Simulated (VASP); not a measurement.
# HgTe (I-4m2) in VASP: a series of runs

The runs below take HgTe through single point, with PBEsol.

Program: VASP 6.6.1. These are calculated values, not measurements. Logs are shortened: lines on timing, memory, paths and dates and some standing lists are left out, and cuts for length are marked.

### Step 1. The cell of the first run

Symmetry: I-4m2, No. 119, tetragonal system. Conventional cell: a = 4.489 Å, b = 4.489 Å, c = 6.512 Å, α = 90.00°, β = 90.00°, γ = 90.00°. Hg (site symmetry -4m2) has 4 Te at 2.77 Å within 3.7 Å. Within 3.7 Å of Te (site symmetry -4m2) lie 4 Hg at 2.77 Å.

### Step 2. Single point, PBEsol (strain -0.025 along x and y, +0.000 along z)

File INCAR:

```
PREC = Accurate
ENCUT = 520
EDIFF = 1E-6
ISMEAR = 0
SIGMA = 0.15
LREAL = False
LASPH = True
NELM = 60
ALGO = Normal
ISIF = 2
LWAVE = False
LCHARG = False
GGA = PS
NBANDS = 16
```

File KPOINTS:

```
Automatic mesh
0
Gamma
  16 16 16
```

File POSCAR:

```
HgTe
1.0
    0.0000000000      3.1744890708      3.2558862265
    3.1744890708      0.0000000000      3.2558862265
    3.1744890708      3.1744890708      0.0000000000
Hg Te
1 1
Direct
    0.0000000000      0.0000000000      0.0000000000
    0.7500000000      0.7500000000      0.7500000000
```

Potentials or basis: VASP PAW PBE potentials, release 64 (Hg, Te).

Run with:

```sh
$ cat potpaw_PBE.64/Hg/POTCAR potpaw_PBE.64/Te/POTCAR > POTCAR
$ mpirun -np 1 vasp_std > vasp.out
```

OUTCAR:

```text
PREC = Accurate
   ENCUT = 520
   EDIFF = 1E-6
   ISMEAR = 0
   LREAL = False
   LASPH = True
   NELM = 60
   ISIF = 2
   GGA = PS

 ion  position               nearest neighbor table
   1  0.000  0.000  0.000-   2 2.77   2 2.77   2 2.77   2 2.77
   2  0.750  0.750  0.750-   1 2.77   1 2.77   1 2.77   1 2.77

  LATTYP: Found a body centered tetragonal cell.
 ALAT       =     4.4894054975
 C/A-ratio  =     1.4504754486

  Lattice vectors:

 A1 = (  -3.1744890708,   0.0000000000,   3.2558862265)
 A2 = (   3.1744890708,   0.0000000000,   3.2558862265)
 A3 = (   0.0000000000,   3.1744890708,  -3.2558862265)

Analysis of symmetry for initial positions (statically):
=====================================================================
 Subroutine PRICEL returns:
 Original cell was already a primitive cell.

 Routine SETGRP: Setting up the symmetry group for a
 body centered tetragonal supercell.

 Subroutine GETGRP returns: Found  8 space group operations
 (whereof  8 operations were pure point group operations)
 out of a pool of 16 trial point group operations.

The static configuration has the point symmetry D_2d.

Analysis of symmetry for dynamics (positions and initial velocities):
=====================================================================
 Subroutine PRICEL returns:
 Original cell was already a primitive cell.

 Routine SETGRP: Setting up the symmetry group for a
 body centered tetragonal supercell.

 Subroutine GETGRP returns: Found  8 space group operations
 (whereof  8 operations were pure point group operations)
 out of a pool of 16 trial point group operations.

The dynamic configuration has the point symmetry D_2d.

 Subroutine INISYM returns: Found  8 space group operations
 (whereof  8 operations are pure point group operations),
 and found     1 'primitive' translations

----------------------------------------------------------------------------------------

                                     Primitive cell

  volume of cell :      65.6216

  direct lattice vectors                    reciprocal lattice vectors
     0.000000000  3.174489071  3.255886226    -0.157505661  0.157505661  0.153568020
     3.174489071  0.000000000  3.255886226     0.157505661 -0.157505661  0.153568020
     3.174489071  3.174489071  0.000000000     0.157505661  0.157505661 -0.153568020

  length of vectors
     4.547326245  4.547326245  4.489405498     0.270553513  0.270553513  0.270553513

  position of ions in fractional coordinates (direct lattice)
     0.000000000  0.000000000  0.000000000
     0.750000000  0.750000000  0.750000000

  ion indices of the primitive-cell ions
   primitive index   ion index
                 1           1
                 2           2

----------------------------------------------------------------------------------------

 KPOINTS: Automatic mesh

Automatic generation of k-mesh.
 Grid dimensions read from file:
 generate k-points for:   16   16   16

 Generating k-lattice:

  Cartesian coordinates                     Fractional coordinates (reciprocal lattice)
    -0.009844104  0.009844104  0.009598001     0.062500000  0.000000000  0.000000000
     0.009844104 -0.009844104  0.009598001     0.000000000  0.062500000  0.000000000
     0.009844104  0.009844104 -0.009598001     0.000000000  0.000000000  0.062500000

  Length of vectors
     0.016909595  0.016909595  0.016909595

  Shift w.r.t. Gamma in fractional coordinates (k-lattice)
     0.000000000  0.000000000  0.000000000

 Subroutine IBZKPT returns following result:
 ===========================================

 Found    349 irreducible k-points:

 Following reciprocal coordinates:
            Coordinates               Weight
  0.000000  0.000000  0.000000      1.000000
  0.062500  0.000000  0.000000      8.000000
  0.125000  0.000000  0.000000      8.000000
  0.187500  0.000000  0.000000      8.000000
  0.250000  0.000000  0.000000      8.000000
  0.312500  0.000000  0.000000      8.000000
[... 16 lines left out ...]
 -0.125000  0.062500  0.000000      8.000000
 -0.062500  0.062500  0.000000      4.000000
 [... further k-points ...]
   k-points           NKPTS =    349   k-points in BZ     NKDIM =    349   number of bands    NBANDS=     16
   number of dos      NEDOS =    301   number of ions     NIONS =      2
   total plane-waves  NPLWV =  46656
   dimension x,y,z NGX =    36 NGY =   36 NGZ =   36
   dimension x,y,z NGXF=    72 NGYF=   72 NGZF=   72
   ions per type =               1   1
   NGX,Y,Z   is equivalent  to a cutoff of  13.16, 13.16, 13.33 a.u.
   NGXF,Y,Z  is equivalent  to a cutoff of  26.32, 26.32, 26.66 a.u.
 SYSTEM =  unknown system
   PREC   = accura    normal or accurate (medium, high low for compatibility)
   ISTART =      0    job   : 0-new  1-cont  2-samecut
   ICHARG =      2    charge: 1-file 2-atom 10-const
   ISPIN  =      1    spin polarized calculation?
   LNONCOLLINEAR =      F non collinear calculations
   LSORBIT =      F    spin-orbit coupling
   LASPH  =      T    aspherical Exc in radial PAW
   ENCUT  =  520.0 eV  38.22 Ry    6.18 a.u.   8.46  8.46  8.35*2*pi/ulx,y,z
   NELM   =     60;   NELMIN=  2; NELMDL= -5     # of ELM steps
   EDIFF  = 0.1E-05   stopping-criterion for ELM
   LREAL  =      F    real-space projection
   EDIFFG = 0.1E-04   stopping-criterion for IOM
   NSW    =      0    number of steps for IOM
   IBRION =     -1    ionic relax: 0-MD 1-quasi-New 2-CG
   NFREE  =      0    steps in history (QN), initial steepest desc. (CG)
   ISIF   =      2    stress and relaxation
   ISYM   =      2    0-nonsym 1-usesym 2-fastsym
   POTIM  = 0.5000    time-step for ionic-motion
   TEBEG  =    0.0;   TEEND  =   0.0 temperature during run
   PSTRESS=    0.0 pullay stress
   NELECT =      18.0000    total number of electrons
   NUPDOWN=      -1.0000    fix difference up-down
   EMIN   =  10.00;   EMAX   =-10.00  energy-range for DOS
   EFERMI =   0.00;   METHOD = LEGACY
   ISMEAR =     0;   SIGMA  =   0.15  broadening in eV -4-tet -1-fermi 0-gaus
   EFERMI_NEDOS =   21; number of points for ismear=-14 and -15
   IALGO  =     38    algorithm
   IMIX   =      4    mixing-type and parameters
     AMIX     =   0.40;   BMIX     =  1.00
     AMIX_MAG =   1.60;   BMIX_MAG =  1.00
  volume/ion in A,a.u.               =      32.81       221.42
  Fermi-wavevector in a.u.,A,eV,Ry     =   1.063694  2.010090 15.394242  1.131445
  Thomas-Fermi vector in A             =   2.199187
   LORBIT       =      0    0 simple, 1 ext, 2 COOP (PROOUT), +10 PAW based schemes
   GGA     = PS    functional components
   LHFCALC =     F    Hartree Fock is set to
   AEXX    =    0.0000 exact exchange contribution
   IVDW    =     0    specifies the selected vdW correction
   LEPSILON=     F    determine dielectric tensor
   LRPA    =     F    only Hartree local field effects (RPA)
 non-spin polarized calculation
 Gauss-broadening in eV      SIGMA  =   0.15
  energy-cutoff  :      520.00
  volume of cell :       65.62
 maximum number of plane-waves:      1812
 NGX is ok and might be reduce to    36
   NGX = 17   NGY = 17   NGZ = 17

 number of electron      17.9999997 magnetization

 Free energy of the ion-electron system (eV)
  ---------------------------------------------------
  ext. energy  EPLUGINS =         0.00000000
  ---------------------------------------------------
  free energy    TOTEN  =        -4.34949171 eV

  energy without entropy =       -4.34928695  energy(sigma->0) =       -4.34938933

 E-fermi :   3.4018     XC(G=0):  -9.0696

 val. band max:        3.2904186411   @ k =   0.0000   0.0000   0.0000
 cond. band min:       3.5704298427   @ k =   0.0625   0.0000   0.0000
 fundamental gap:      0.2800112016
 Fermi energy:         3.4017730233

 k-point     1 :       0.0000    0.0000    0.0000
  band No.  band energies     occupation
      1      -8.9752      2.00000
      2      -4.2619      2.00000
      3      -4.2552      2.00000
      4      -4.2552      2.00000
      5      -3.6970      2.00000
      6      -3.6768      2.00000
[... 8 lines left out ...]
     15      12.6455      0.00000
     16      12.7863      0.00000

 k-point     2 :       0.0625    0.0000    0.0000
  band No.  band energies     occupation
      1      -8.9541      2.00000
      2      -4.2566      2.00000
      3      -4.2491      2.00000
      4      -4.2489      2.00000
      5      -3.6976      2.00000
      6      -3.6778      2.00000
[... 8 lines left out ...]
     15      12.1882      0.00000
     16      12.4956      0.00000

 k-point     3 :       0.1250    0.0000    0.0000
  band No.  band energies     occupation
      1      -8.8928      2.00000
      2      -4.2402      2.00000
      3      -4.2319      2.00000
      4      -4.2282      2.00000
      5      -3.6984      2.00000
      6      -3.6803      2.00000
[... 8 lines left out ...]
     15      11.8122      0.00000
     16      12.0494      0.00000

 k-point     4 :       0.1875    0.0000    0.0000
  band No.  band energies     occupation
      1      -8.7986      2.00000
      2      -4.2151      2.00000
      3      -4.2069      2.00000
      4      -4.1851      2.00000
      5      -3.6980      2.00000
      6      -3.6826      2.00000
[... 8 lines left out ...]
     15      11.6460      0.00000
     16      11.7848      0.00000

 k-point     5 :       0.2500    0.0000    0.0000
  band No.  band energies     occupation
      1      -8.6835      2.00000
      2      -4.1882      2.00000
      3      -4.1791      2.00000
      4      -4.1043      2.00000
      5      -3.6941      2.00000
      6      -3.6827      2.00000
[... 8 lines left out ...]
     15      11.6837      0.00000
     16      11.7485      0.00000

 k-point     6 :       0.3125    0.0000    0.0000
  band No.  band energies     occupation
      1      -8.5637      2.00000
      2      -4.1645      2.00000
      3      -4.1535      2.00000
      4      -3.9704      2.00000
      5      -3.6859      2.00000
      6      -3.6794      2.00000
[... 8 lines left out ...]
     15      11.9630      0.00000
     16      11.9648      0.00000

 k-point     7 :       0.3750    0.0000    0.0000
  band No.  band energies     occupation
      1      -8.4584      2.00000
      2      -4.1471      2.00000
      3      -4.1341      2.00000
      4      -3.7747      2.00000
      5      -3.6733      2.00000
      6      -3.6733      2.00000
[... 8 lines left out ...]
     15      12.3917      0.00000
     16      12.4562      0.00000

 k-point     8 :       0.4375    0.0000    0.0000
  band No.  band energies     occupation
      1      -8.3861      2.00000
      2      -4.1370      2.00000
      3      -4.1224      2.00000
      4      -3.6700      2.00000
      5      -3.6674      2.00000
      6      -3.5223      2.00000
[... 8 lines left out ...]
     15      12.9184      0.00000
     16      13.0348      0.00000

 k-point     9 :       0.5000    0.0000    0.0000
  band No.  band energies     occupation
      1      -8.3603      2.00000
      2      -4.1338      2.00000
      3      -4.1186      2.00000
      4      -3.6653      2.00000
      5      -3.6650      2.00000
      6      -3.3673      2.00000
[... 8 lines left out ...]
     15      13.2227      0.00000
     16      13.3627      0.00000
[... 172 lines left out ...]
 k-point    19 :      -0.3750    0.0625    0.0000
  band No.  band energies     occupation
      1      -8.4176      2.00000
      2      -4.1365      2.00000
      3      -4.1256      2.00000
      4      -3.7338      2.00000
      5      -3.6798      2.00000
      6      -3.6159      2.00000
[... 8 lines left out ...]
     15      12.2173      0.00000
     16      13.1714      0.00000

 k-point    20 :      -0.3125    0.0625    0.0000
  band No.  band energies     occupation
      1      -8.5120      2.00000
      2      -4.1500      2.00000
      3      -4.1450      2.00000
      4      -3.9133      2.00000
      5      -3.6885      2.00000
      6      -3.6609      2.00000
[... 8 lines left out ...]
     15      11.7243      0.00000
     16      12.6481      0.00000

 k-point    21 :      -0.2500    0.0625    0.0000
  band No.  band energies     occupation
      1      -8.6272      2.00000
      2      -4.1718      2.00000
      3      -4.1705      2.00000
      4      -4.0607      2.00000
      5      -3.6933      2.00000
      6      -3.6758      2.00000
[... 8 lines left out ...]
     15      11.4369      0.00000
     16      12.2180      0.00000

 k-point    22 :      -0.1875    0.0625    0.0000
  band No.  band energies     occupation
      1      -8.7444      2.00000
      2      -4.2007      2.00000
      3      -4.1986      2.00000
      4      -4.1529      2.00000
      5      -3.6930      2.00000
      6      -3.6850      2.00000
[... 8 lines left out ...]
     15      11.3963      0.00000
     16      11.9711      0.00000

 k-point    23 :      -0.1250    0.0625    0.0000
  band No.  band energies     occupation
      1      -8.8461      2.00000
      2      -4.2301      2.00000
      3      -4.2241      2.00000
      4      -4.2043      2.00000
      5      -3.6905      2.00000
      6      -3.6888      2.00000
[... 8 lines left out ...]
     15      11.5876      0.00000
     16      11.9190      0.00000

 k-point    24 :      -0.0625    0.0625    0.0000
  band No.  band energies     occupation
      1      -8.9189      2.00000
      2      -4.2483      2.00000
      3      -4.2421      2.00000
      4      -4.2346      2.00000
      5      -3.6940      2.00000
      6      -3.6830      2.00000
[... 8 lines left out ...]
     15      11.9683      0.00000
     16      12.1898      0.00000

 [... further k-points ...]

------------------------ aborting loop because EDIFF is reached ----------------------------------------

  FORCE on cell =-STRESS in cart. coord.  units (eV):
  Direction    XX          YY          ZZ          XY          YZ          ZX
  --------------------------------------------------------------------------------------
  -------------------------------------------------------------------------------------
  Total        1.0724448      1.0724448      0.9173537      0.0000000     -0.0000000     -0.0000000
  in kB       26.1841596     26.1841596     22.3975501      0.0000000     -0.0000000     -0.0000000
  external PRESSURE =      24.9219565 kB  Pullay stress =       0.0000000 kB

 VOLUME and BASIS-vectors are now :
 -----------------------------------------------------------------------------
  energy-cutoff  :      520.00
  volume of cell :       65.62
      direct lattice vectors                 reciprocal lattice vectors
     0.000000000  3.174489071  3.255886226    -0.157505661  0.157505661  0.153568020
     3.174489071  0.000000000  3.255886226     0.157505661 -0.157505661  0.153568020
     3.174489071  3.174489071  0.000000000     0.157505661  0.157505661 -0.153568020

 POSITION                                       TOTAL-FORCE (eV/Angst)
 -----------------------------------------------------------------------------------
      0.00000      0.00000      0.00000        -0.000000     -0.000000     -0.000000
      4.76173      4.76173      4.88383         0.000000      0.000000      0.000000
 -----------------------------------------------------------------------------------
    total drift:                               -0.000000     -0.000000      0.000000

  FREE ENERGIE OF THE ION-ELECTRON SYSTEM (eV)
  ---------------------------------------------------
  free  energy   TOTEN  =        -4.3494917128 eV

  energy  without entropy=       -4.3492869517  energy(sigma->0) =       -4.34938933
```

Wall time 2.6 min (1 thread of Intel Xeon Platinum 8559C (Emerald Rapids), shared host); peak memory 0.51 GiB.

Results:

```yaml
Free_energy: -4.3495 eV
Pressure: 2.5 GPa
Band_gap_on_the_k_mesh: zero (filled and empty bands touch)
```

Levels at points of the mesh, in eV from the Fermi level:
| k point | band 7 | band 8 | band 9 | band 10 | band 11 | band 12 |
| --- | --- | --- | --- | --- | --- | --- |
| (0.00, 0.00, 0.00) | -0.88 | -0.21 | -0.11 | -0.11 | 3.99 | 3.99 |
| (0.50, 0.00, 0.00) | -5.87 | -1.26 | -1.13 | 0.49 | 4.74 | 4.88 |
| (0.50, 0.50, 0.00) | -5.85 | -2.49 | -2.49 | 1.81 | 2.24 | 7.95 |
| (0.50, 0.00, 0.50) | -5.73 | -2.63 | -2.57 | 1.62 | 2.12 | 8.12 |

Caveat: the cell differs from its parent crystal (strain -0.025 along x and y, +0.000 along z); semilocal functionals underestimate gaps, and a narrow one can read as zero; the PAW data sets were made with another functional, which shifts forces and pressure a little; spin-orbit coupling is left out, which moves the levels of the heavy elements.

### Step 3. Single point, PBEsol (strain +0.000 along x and y, -0.025 along z)

File INCAR:

```
SYSTEM = HgTe
ALGO = Normal ; EDIFF = 1E-6
ENCUT = 520 ; GGA = PS
ISIF = 2 ; ISMEAR = 0
LASPH = .True. ; LCHARG = .False.
LREAL = .False. ; LWAVE = .False.
NBANDS = 16 ; NELM = 80
PREC = Accurate ; SIGMA = 0.15
```

File KPOINTS:

```
k-points
0
Gamma
  16 16 16
  0 0 0
```

File POSCAR:

```
HgTe
1.0
    0.0000000000      3.2558862265      3.1744890708
    3.2558862265      0.0000000000      3.1744890708
    3.2558862265      3.2558862265      0.0000000000
Hg Te
1 1
Direct
    0.0000000000      0.0000000000      0.0000000000
    0.7500000000      0.7500000000      0.7500000000
```

Potentials or basis: VASP PAW PBE potentials, release 64 (Hg, Te).

Run with:

```sh
$ cat potpaw_PBE.64/Hg/POTCAR potpaw_PBE.64/Te/POTCAR > POTCAR
$ mpirun -np 1 vasp_std > vasp.out
```

Wall time 2.8 min (1 thread of Intel Xeon Platinum 8559C (Emerald Rapids), shared host); peak memory 0.51 GiB.

The run converged. Its results:

| Quantity | Value |
| --- | --- |
| Free energy | -4.3692 eV |
| Pressure | 1.2 GPa |
| Band gap on the k mesh | 0.08 eV (least direct gap 0.08 eV) |

Stress tensor (GPa, compression positive):
```
1.07 0.00 0.00
0.00 1.07 0.00
0.00 0.00 1.44
```

Levels at points of the mesh, in eV from the valence-band top:
```csv
k point,band 5,band 6,band 7,band 8,band 9,band 10,band 11,band 12,band 13,band 14
"(0.00, 0.00, 0.00)",-6.81,-6.79,-0.78,-0.01,-0.01,0.08,4.20,4.20,4.20,6.33
"(0.50, 0.00, 0.00)",-6.78,-6.50,-5.53,-1.04,-0.92,0.66,4.93,5.08,6.75,7.80
"(0.50, 0.50, 0.00)",-6.74,-6.32,-5.38,-2.35,-2.35,1.74,2.32,8.24,8.86,8.86
"(0.50, 0.00, 0.50)",-6.74,-6.36,-5.50,-2.28,-2.22,1.92,2.43,8.08,8.76,8.90
```

Caveat: the cell differs from its parent crystal (strain +0.000 along x and y, -0.025 along z); the smearing spreads over this small gap; the PAW data sets were made with another functional, which shifts forces and pressure a little; spin-orbit coupling is left out, which moves the levels of the heavy elements. A k mesh can miss the band edges.

(Continued in part 2 of 2.)

The gap in the log of VASP goes by the Fermi energy; the results here count the filled bands.